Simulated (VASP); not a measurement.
Runs of VASP 6.6.1 on K. The structure is that of space group Pm-3m (No. 221), or close to it. The cells are those of the table. This isn't the form of K at room conditions, which is bcc.

```csv
cell,k mesh,gap on the mesh (eV),pressure (GPa)
"a = 4.537 Å, 1 atom",8 × 8 × 8,none,-0.2
"a = 4.422 Å, 1 atom",12 × 12 × 12,none,0.0
"a = 4.480 Å, 1 atom",8 × 8 × 8,none,-0.1
"a = 4.301 Å, 1 atom",8 × 8 × 8,none,(a)
"a = 4.422 Å, 1 atom",8 × 8 × 8,none,0.0
```

Alike in all rows: task single point; level RPBE; potentials or basis VASP PAW PBE potentials, release 64 (K_sv); no spin polarisation; cutoff (eV) 520; smearing fermi-dirac 0.1 eV.

Question: Fill in the values left out.

Answer: (a) 0.2.

Caveats: the PAW data sets were made with another functional, which shifts forces and pressure a little.

A gap of «none» marks levels without a gap at the run's occupations.
